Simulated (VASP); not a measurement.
## InGa3P4: relaxation of cell and atoms with PBE

InGa3P4:

```xyz
8
Lattice="6.2423 -1.8821 0.0000 6.2423 1.8821 0.0000 -1.1350 0.0000 6.4203" Properties=species:S:1:pos:R:3 pbc="T T T"
Ga    0.0000    0.0000    0.0000
Ga    5.6748    0.0000    3.2102
Ga    2.2699    0.0000    4.8152
In    9.0797    0.0000    1.6051
P     6.8098    0.0000    1.2038
P     0.0000    0.0000    4.4140
P     9.0797    0.0000    6.0191
P     3.4049    0.0000    2.8089
```

* Program: VASP 6.6.1
* Task: relaxation of cell and atoms
* Functional: PBE
* Potentials or basis: VASP PAW PBE potentials, release 64 (Ga_d, In_d, P)
* Cutoff: 600 eV
* k mesh: 6 × 6 × 4
* Occupations: fermi-dirac, width 0.02 eV
* Spin: no spin polarisation
* Dipole correction: no
* Further INCAR settings: ALGO = Normal; EDIFF = 1e-06; IBRION = 2; EDIFFG = -0.005; NSW = 80; ISIF = 3

| Property | Result |
| --- | --- |
| Relaxed volume | 22.18 Å³/atom |
| Relaxed cell | a = 6.879 Å, b = 6.879 Å, c = 6.890 Å, α = 99.51°, β = 99.51°, γ = 33.54° |
| Space group after relaxing (to 0.1 Å) | Cm (No. 8) |
| Energy gained by relaxing | 207.3 meV/atom |
| Ionic steps | 24 |
| Pressure after relaxing | 0.0 GPa |
| Band gap on the k mesh | 0.99 eV |

Forces in eV/Å, atoms in the order of the input:
```
Ga  -0.002  0.000 -0.001
Ga  -0.001  0.000  0.000
Ga   0.000  0.000 -0.001
In   0.000  0.000  0.000
P    0.000  0.000  0.000
P    0.001  0.000  0.000
P    0.002  0.000  0.000
P    0.000  0.000  0.001
```

The path:
| step | energy change (eV) | largest force (eV/Å) | pressure (GPa) | volume (Å³) |
| --- | --- | --- | --- | --- |
| 1 | 0.0000 | 2.6348 | 17.90 | 150.86 |
| 2 | -1.0660 | 0.2734 | -6.73 | 201.71 |
| 3 | -1.6016 | 0.5828 | -0.67 | 179.76 |
| 4 | -1.6016 | 0.6102 | -0.45 | 179.15 |
| 5 | -1.6371 | 0.2971 | -0.05 | 177.83 |
| 6 | -1.6499 | 0.2030 | 0.48 | 176.30 |
| 7 | -1.6500 | 0.2042 | 0.45 | 176.43 |
| 8 | -1.6555 | 0.0865 | -0.15 | 177.85 |
| 9 | -1.6555 | 0.0863 | -0.13 | 177.84 |
| 10 | -1.6570 | 0.0478 | -0.05 | 177.56 |
| 11 | -1.6572 | 0.0640 | 0.02 | 177.43 |
| 12 | -1.6577 | 0.0364 | -0.02 | 177.46 |
| 13 | -1.6579 | 0.0243 | -0.02 | 177.49 |
| 14 | -1.6580 | 0.0479 | -0.02 | 177.54 |
| 15 | -1.6580 | 0.0337 | 0.00 | 177.51 |
| 16 | -1.6582 | 0.0155 | -0.04 | 177.54 |
| 17 | -1.6582 | 0.0171 | -0.03 | 177.54 |
| 18 | -1.6583 | 0.0087 | 0.05 | 177.42 |
| 19 | -1.6583 | 0.0071 | 0.00 | 177.45 |
| 20 | -1.6583 | 0.0066 | -0.01 | 177.44 |
| 21 | -1.6583 | 0.0078 | 0.03 | 177.43 |
| 22 | -1.6583 | 0.0088 | 0.00 | 177.44 |
| 23 | -1.6583 | 0.0070 | 0.00 | 177.44 |
| 24 | -1.6583 | 0.0021 | 0.03 | 177.42 |

Final structure:
```yaml
crystal:
  lattice:
    - [6.58666, -1.98460, 0.00398]
    - [6.58666, 1.98460, 0.00398]
    - [-1.19348, 0.00000, 6.78549]
  atoms:
    - { symbol: Ga, position: [0.99746, 0.99746, 0.99455] }
    - { symbol: Ga, position: [0.50243, 0.50243, 0.50550] }
    - { symbol: Ga, position: [0.25040, 0.25040, 0.74971] }
    - { symbol: In, position: [0.74929, 0.74929, 0.24924] }
    - { symbol: P, position: [0.55193, 0.55193, 0.18386] }
    - { symbol: P, position: [0.06549, 0.06549, 0.68884] }
    - { symbol: P, position: [0.81367, 0.81367, 0.92250] }
    - { symbol: P, position: [0.31932, 0.31932, 0.45580] }
```

Levels at points of the mesh, in eV from the valence-band top:
```
           k point  band 33  band 34  band 35  band 36  band 37  band 38  band 39  band 40
(0.00, 0.00, 0.00)    -1.05    -0.11    -0.06     0.00     0.99     1.50     2.21     2.66
(0.50, 0.00, 0.00)    -2.55    -2.47    -1.72    -1.54     2.97     3.11     3.19     3.37
(0.50, 0.50, 0.00)    -0.86    -0.83    -0.52    -0.38     1.37     1.56     1.65     1.83
(0.00, 0.00, 0.50)    -1.24    -1.16    -1.04    -0.77     2.34     2.48     2.59     3.32
(0.50, 0.00, 0.50)    -2.07    -1.78    -1.10    -1.06     1.37     1.69     1.89     2.19
(0.50, 0.50, 0.50)    -1.80    -1.75    -0.87    -0.46     2.12     2.23     2.38     2.99
```

It took 2.5 h on 1 thread of Oxide Virtual Turin-like Processor, on a shared host, peak memory 0.65 GiB.

Caveat: the volume moved by over 15 % at a fixed basis, so the end points are rough; spin-orbit coupling is left out, which moves the levels of the heavy elements. A k mesh can miss the band edges.
